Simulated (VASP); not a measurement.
# ZrN in VASP: single point with PBE

Aim: the single point of ZrN with PBE.

Everything below comes from runs of VASP 6.6.1. Logs are shortened: lines on timing, memory, paths and dates and some standing lists are left out, and cuts for length are marked.

## 1. The cell of the first run

The cell holds a slab with vacuum, 12 atoms: a = 5.558 Å, b = 6.382 Å, c = 16.230 Å, α = 90.00°, β = 90.00°, γ = 115.81°.

## 2. Single point, PBE

The input, INCAR:

```
SYSTEM = ZrN
PREC = Accurate ; ENCUT = 520
EDIFF = 1E-6 ; ISMEAR = -1
SIGMA = 0.05 ; LREAL = .FALSE.
LASPH = .TRUE. ; NELM = 100
ALGO = Normal ; ISIF = 2
LWAVE = .FALSE. ; LCHARG = .FALSE.
GGA = PE ; NBANDS = 63
```

The input, KPOINTS:

```
regular mesh
0
G
  2 2 1
  0 0 0
```

The input, POSCAR:

```
ZrN
1.0
    5.5581880000      0.0000000000      0.0000000000
   -2.7790940000      5.7455070000      0.0000000000
    0.0000000000      0.0000000000     16.2295670000
Zr N
6 6
Direct
    0.3055735227      0.2382557362      0.1188263371
    0.2158954773      0.7651370018      0.0858001942
    0.8546848099      0.3432769293      0.1970600941
    0.7110619402      0.7984673937      0.1583837696
    0.4387546051      0.4497079196      0.3060648507
    0.2384755768      0.8649193187      0.2617937989
    0.0000000000      0.0000000000      0.0616159384
    0.8035924541      0.5357925767      0.1076861755
    0.4689467200      0.0320946437      0.1617418382
    0.2781905701      0.5767115069      0.1881812374
    0.0981678464      0.1272124462      0.2537837269
    0.8244924104      0.6060909855      0.2766494017
```

Potentials or basis: VASP PAW PBE potentials, release 64 (Zr_sv, N).

Launch:

```console
> cat potpaw_PBE.64/Zr_sv/POTCAR potpaw_PBE.64/N/POTCAR > POTCAR
> mpirun -np 1 vasp_std > vasp.out
```

OUTCAR:

```text
SYSTEM = ZrN
   PREC = Accurate
   ENCUT = 520
   EDIFF = 1E-6
   ISMEAR = -1
   LREAL = .FALSE.
   LASPH = .TRUE.
   NELM = 100
   ISIF = 2
   GGA = PE

 ion  position               nearest neighbor table
   1  0.306  0.238  0.119-   7 1.95   9 2.02  11 2.43  10 2.50   8 2.59   2 2.89   3 3.10   3 3.13
                             6 3.23   5 3.28   4 3.34   4 3.36   2 3.65
   2  0.216  0.765  0.086-   9 2.08   8 2.14  10 2.17   7 2.33   1 2.89   4 2.92   6 2.92   4 3.13
                             3 3.14   1 3.65
   3  0.855  0.343  0.197-   8 2.00  10 2.17  12 2.18   9 2.27  11 2.49   1 3.10   1 3.13   2 3.14
                             5 3.21   6 3.25   4 3.27   4 3.39   5 3.49   6 3.61
   4  0.711  0.798  0.158-   8 2.12   7 2.21  10 2.25   9 2.41  12 2.50  11 2.74   2 2.92   2 3.13
                             5 3.17   6 3.24   3 3.27   6 3.30   1 3.34   1 3.36   3 3.39
   5  0.439  0.450  0.306-  12 1.99  11 2.27  10 2.40   4 3.17   3 3.21   1 3.28   6 3.37   6 3.47
                             3 3.49
   6  0.238  0.865  0.262-   9 2.06  11 2.14  12 2.18  10 2.28   2 2.92   1 3.23   4 3.24   3 3.25
                             4 3.30   5 3.37   5 3.47   3 3.61
   7  0.000  0.000  0.062-   1 1.95   4 2.21   2 2.33
   8  0.804  0.536  0.108-   3 2.00   4 2.12   2 2.14   1 2.59
   9  0.469  0.032  0.162-   1 2.02   6 2.06   2 2.08   3 2.27   4 2.41
  10  0.278  0.577  0.188-   2 2.17   3 2.17   4 2.25   6 2.28   5 2.40   1 2.50
  11  0.098  0.127  0.254-   6 2.14   5 2.27   1 2.43   3 2.49   4 2.74
  12  0.824  0.606  0.277-   5 1.99   3 2.18   6 2.18   4 2.50

  LATTYP: Found a base centered orthorhombic cell.
 ALAT       =     5.5581880000
 B/A-ratio  =     2.0674029018
 C/A-ratio  =     2.9199384764

  Lattice vectors:

 A1 = (   2.7790940000,  -5.7455070000,   0.0000000000)
 A2 = (   2.7790940000,   5.7455070000,   0.0000000000)
 A3 = (   0.0000000000,   0.0000000000,  16.2295670000)

Analysis of symmetry for initial positions (statically):
=====================================================================
 Subroutine PRICEL returns:
 Original cell was already a primitive cell.

 Routine SETGRP: Setting up the symmetry group for a
 base centered orthorhombic supercell.

 Subroutine GETGRP returns: Found  1 space group operations
 (whereof  1 operations were pure point group operations)
 out of a pool of  8 trial point group operations.

The static configuration has the point symmetry C_1 .

Analysis of symmetry for dynamics (positions and initial velocities):
=====================================================================
 Subroutine PRICEL returns:
 Original cell was already a primitive cell.

 Routine SETGRP: Setting up the symmetry group for a
 base centered orthorhombic supercell.

 Subroutine GETGRP returns: Found  1 space group operations
 (whereof  1 operations were pure point group operations)
 out of a pool of  8 trial point group operations.

The dynamic configuration has the point symmetry C_1 .

 Subroutine INISYM returns: Found  1 space group operations
 (whereof  1 operations are pure point group operations),
 and found     1 'primitive' translations

----------------------------------------------------------------------------------------

                                     Primitive cell

  volume of cell :     518.2849

  direct lattice vectors                    reciprocal lattice vectors
     5.558188000  0.000000000  0.000000000     0.179914749  0.087024522  0.000000000
    -2.779094000  5.745507000  0.000000000     0.000000000  0.174049044  0.000000000
     0.000000000  0.000000000 16.229567000     0.000000000  0.000000000  0.061615938

  length of vectors
     5.558188000  6.382336104 16.229567000     0.199856409  0.174049044  0.061615938

  position of ions in fractional coordinates (direct lattice)
     0.305573523  0.238255736  0.118826337
     0.215895477  0.765137002  0.085800194
     0.854684810  0.343276929  0.197060094
     0.711061940  0.798467394  0.158383770
     0.438754605  0.449707920  0.306064851
     0.238475577  0.864919319  0.261793799
     0.000000000  0.000000000  0.061615938
     0.803592454  0.535792577  0.107686175
     0.468946720  0.032094644  0.161741838
     0.278190570  0.576711507  0.188181237
     0.098167846  0.127212446  0.253783727
     0.824492410  0.606090986  0.276649402

  ion indices of the primitive-cell ions
   primitive index   ion index
                 1           1
                 2           2
                 3           3
                 4           4
                 5           5
                 6           6
                 7           7
                 8           8
                 9           9
                10          10
                11          11
                12          12

----------------------------------------------------------------------------------------

 KPOINTS: regular mesh

Automatic generation of k-mesh.
 Grid dimensions read from file:
 generate k-points for:    2    2    1

 Generating k-lattice:

  Cartesian coordinates                     Fractional coordinates (reciprocal lattice)
     0.089957375  0.043512261  0.000000000     0.500000000 -0.000000000  0.000000000
     0.000000000  0.087024522  0.000000000     0.000000000  0.500000000  0.000000000
     0.000000000  0.000000000  0.061615938     0.000000000  0.000000000  1.000000000

  Length of vectors
     0.099928205  0.087024522  0.061615938

  Shift w.r.t. Gamma in fractional coordinates (k-lattice)
     0.000000000  0.000000000  0.000000000

 Subroutine IBZKPT returns following result:
 ===========================================

 Found      4 irreducible k-points:

 Following reciprocal coordinates:
            Coordinates               Weight
  0.000000  0.000000  0.000000      1.000000
  0.500000  0.000000  0.000000      1.000000
  0.500000  0.500000  0.000000      1.000000
  0.000000  0.500000  0.000000      1.000000
   k-points           NKPTS =      4   k-points in BZ     NKDIM =      4   number of bands    NBANDS=     63
   number of dos      NEDOS =    301   number of ions     NIONS =     12
   total plane-waves  NPLWV = 254016
   dimension x,y,z NGX =    42 NGY =   48 NGZ =  126
   dimension x,y,z NGXF=    84 NGYF=   96 NGZF=  252
   ions per type =               6   6
   NGX,Y,Z   is equivalent  to a cutoff of  12.56, 12.50, 12.91 a.u.
   NGXF,Y,Z  is equivalent  to a cutoff of  25.12, 25.01, 25.81 a.u.
 SYSTEM =  ZrN
   PREC   = accura    normal or accurate (medium, high low for compatibility)
   ISTART =      0    job   : 0-new  1-cont  2-samecut
   ICHARG =      2    charge: 1-file 2-atom 10-const
   ISPIN  =      1    spin polarized calculation?
   LNONCOLLINEAR =      F non collinear calculations
   LSORBIT =      F    spin-orbit coupling
   LASPH  =      T    aspherical Exc in radial PAW
   ENCUT  =  520.0 eV  38.22 Ry    6.18 a.u.  10.33 11.87 30.18*2*pi/ulx,y,z
   NELM   =    100;   NELMIN=  2; NELMDL= -5     # of ELM steps
   EDIFF  = 0.1E-05   stopping-criterion for ELM
   LREAL  =      F    real-space projection
   EDIFFG = 0.1E-04   stopping-criterion for IOM
   NSW    =      0    number of steps for IOM
   IBRION =     -1    ionic relax: 0-MD 1-quasi-New 2-CG
   NFREE  =      0    steps in history (QN), initial steepest desc. (CG)
   ISIF   =      2    stress and relaxation
   ISYM   =      2    0-nonsym 1-usesym 2-fastsym
   POTIM  = 0.5000    time-step for ionic-motion
   TEBEG  =    0.0;   TEEND  =   0.0 temperature during run
   PSTRESS=    0.0 pullay stress
   NELECT =     102.0000    total number of electrons
   NUPDOWN=      -1.0000    fix difference up-down
   EMIN   =  10.00;   EMAX   =-10.00  energy-range for DOS
   EFERMI =   0.00;   METHOD = LEGACY
   ISMEAR =    -1;   SIGMA  =   0.05  broadening in eV -4-tet -1-fermi 0-gaus
   EFERMI_NEDOS =   21; number of points for ismear=-14 and -15
   IALGO  =     38    algorithm
   IMIX   =      4    mixing-type and parameters
     AMIX     =   0.40;   BMIX     =  1.00
     AMIX_MAG =   1.60;   BMIX_MAG =  1.00
  volume/ion in A,a.u.               =      43.19       291.46
  Fermi-wavevector in a.u.,A,eV,Ry     =   0.952252  1.799496 12.337552  0.906785
  Thomas-Fermi vector in A             =   2.080798
   LORBIT       =      0    0 simple, 1 ext, 2 COOP (PROOUT), +10 PAW based schemes
   GGA     = PE    functional components
   LHFCALC =     F    Hartree Fock is set to
   AEXX    =    0.0000 exact exchange contribution
   IVDW    =     0    specifies the selected vdW correction
   LEPSILON=     F    determine dielectric tensor
   LRPA    =     F    only Hartree local field effects (RPA)
 non-spin polarized calculation
  energy-cutoff  :      520.00
  volume of cell :      518.28
 maximum number of plane-waves:     14016
 NGX is ok and might be reduce to    42
   NGX = 21   NGY = 23   NGZ = 61

 number of electron     101.9999998 magnetization

 Free energy of the ion-electron system (eV)
  ---------------------------------------------------
  ext. energy  EPLUGINS =         0.00000000
  ---------------------------------------------------
  free energy    TOTEN  =      -110.14557347 eV

  energy without entropy =     -110.10651237  energy(sigma->0) =     -110.12604292

 E-fermi :   0.9070     XC(G=0):  -4.8266

 val. band max:        0.8543137106   @ k =   0.5000   0.0000   0.0000
 cond. band min:       0.9771442017   @ k =   0.0000   0.5000   0.0000
 fundamental gap:      0.1228304911
 Fermi energy:         0.9070368285

 k-point     1 :       0.0000    0.0000    0.0000
  band No.  band energies     occupation
      1     -48.5124      2.00000
      2     -48.3492      2.00000
      3     -48.1754      2.00000
      4     -48.1705      2.00000
      5     -48.1439      2.00000
      6     -48.0910      2.00000
[... 253 lines left out ...]
     62       3.4537      0.00000
     63       3.6014      0.00000

------------------------ aborting loop because EDIFF is reached ----------------------------------------

  FORCE on cell =-STRESS in cart. coord.  units (eV):
  Direction    XX          YY          ZZ          XY          YZ          ZX
  --------------------------------------------------------------------------------------
  -------------------------------------------------------------------------------------
  Total       -1.9468443      4.9825884      2.4920875     -0.6775434      1.0873553     -1.5936501
  in kB       -6.0182923     15.4027075      7.7038063     -2.0944943      3.3613484     -4.9264607
  external PRESSURE =       5.6960739 kB  Pullay stress =       0.0000000 kB

 VOLUME and BASIS-vectors are now :
 -----------------------------------------------------------------------------
  energy-cutoff  :      520.00
  volume of cell :      518.28
      direct lattice vectors                 reciprocal lattice vectors
     5.558188000  0.000000000  0.000000000     0.179914749  0.087024522  0.000000000
    -2.779094000  5.745507000  0.000000000     0.000000000  0.174049044  0.000000000
     0.000000000  0.000000000 16.229567000     0.000000000  0.000000000  0.061615938

 POSITION                                       TOTAL-FORCE (eV/Angst)
 -----------------------------------------------------------------------------------
      1.03630      1.36890      1.92850        -0.933605      2.518907      1.179207
     -0.92640      4.39610      1.39250        -2.891824     -2.220305     -1.425703
      3.79650      1.97230      3.19820        -0.260938     -0.081638      2.046072
      1.73320      4.58760      2.57050         2.926498      0.553098      0.340457
      1.18890      2.58380      4.96730        -1.239894     -0.578381     -0.934679
     -1.07820      4.96940      4.24880        -1.720273     -0.234365      2.252651
      0.00000      0.00000      1.00000         0.434682      0.091506      0.354732
      2.97750      3.07840      1.74770        -0.743977     -0.909406     -1.580048
      2.51730      0.18440      2.62500         3.154683      0.533301     -1.208044
     -0.05650      3.31350      3.05410         1.549067     -0.641115      0.258456
      0.19210      0.73090      4.11880        -0.268837      0.706476     -1.491606
      2.89830      3.48230      4.48990        -0.005583      0.261924      0.208505
 -----------------------------------------------------------------------------------
    total drift:                                0.000404      0.000493      0.000130

  FREE ENERGIE OF THE ION-ELECTRON SYSTEM (eV)
  ---------------------------------------------------
  free  energy   TOTEN  =      -110.1455734660 eV

  energy  without entropy=     -110.1065123724  energy(sigma->0) =     -110.12604292
```

Wall time 5.2 min (1 thread of Intel Xeon Platinum 8488C (Sapphire Rapids), shared host); peak memory 0.55 GiB.

What came out:

```yaml
Free_energy: -110.1456 eV
Largest_force: 3.915 eV/Å
Band_gap_on_the_k_mesh: zero (bands 51 and 52 overlap by 0.12 eV)
```

Forces on the atoms (eV/Å):
```
Zr  -0.934  2.519  1.179
Zr  -2.892 -2.220 -1.426
Zr  -0.261 -0.082  2.046
Zr   2.926  0.553  0.340
Zr  -1.240 -0.578 -0.935
Zr  -1.720 -0.234  2.253
N    0.435  0.092  0.355
N   -0.744 -0.909 -1.580
N    3.155  0.533 -1.208
N    1.549 -0.641  0.258
N   -0.269  0.706 -1.492
N   -0.006  0.262  0.209
```

Levels at points of the mesh, in eV from the Fermi level:
```
           k point  band 49  band 50  band 51  band 52  band 53  band 54
(0.00, 0.00, 0.00)    -0.98    -0.60    -0.26     0.15     0.51     0.77
(0.50, 0.00, 0.00)    -0.74    -0.51    -0.22    -0.05     0.44     0.85
(0.50, 0.50, 0.00)    -0.99    -0.49    -0.37     0.20     0.28     0.72
(0.00, 0.50, 0.00)    -0.65    -0.33     0.07     0.22     0.38     0.58
```

Caveat: the k points lie up to 0.63 Å⁻¹ apart; the atoms stand as in a frame of molecular dynamics.
